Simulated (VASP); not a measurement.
Runs of VASP 6.6.1 on BP. The structure is that of space group F-43m (No. 216), or close to it. The cells are those of the table. 

```csv
task,cell,cutoff (eV),smearing,gap on the mesh (eV),pressure (GPa)
single point,"a = 3.076 Å, angles 60.0°, 2 atoms",520,gaussian 0.01 eV,(a),19.8
single point,"a = 2.973 Å, angles 60.0°, 2 atoms",500,methfessel-paxton 0.05 eV,0.85,49.7
relaxation of cell and atoms,"relaxed to 50 GPa from a = 3.175 Å, angles 60.0°, 2 atoms",500,gaussian 0.01 eV,0.84,50.0
single point,"a = 2.973 Å, angles 60.0°, 2 atoms",500,gaussian 0.01 eV,0.85,49.7
```

Alike in all rows: level LDA; potentials or basis VASP PAW LDA potentials, release 64 (B, P); no spin polarisation.

Problem. Fill in the values left out.

Solution. (a) 1.04.

Caveats: the cell stands under pressure (at least some runs); the cell is relaxed towards a set pressure, so the run minimises the enthalpy, not the energy (at least some runs).

A k mesh can miss the band edges.
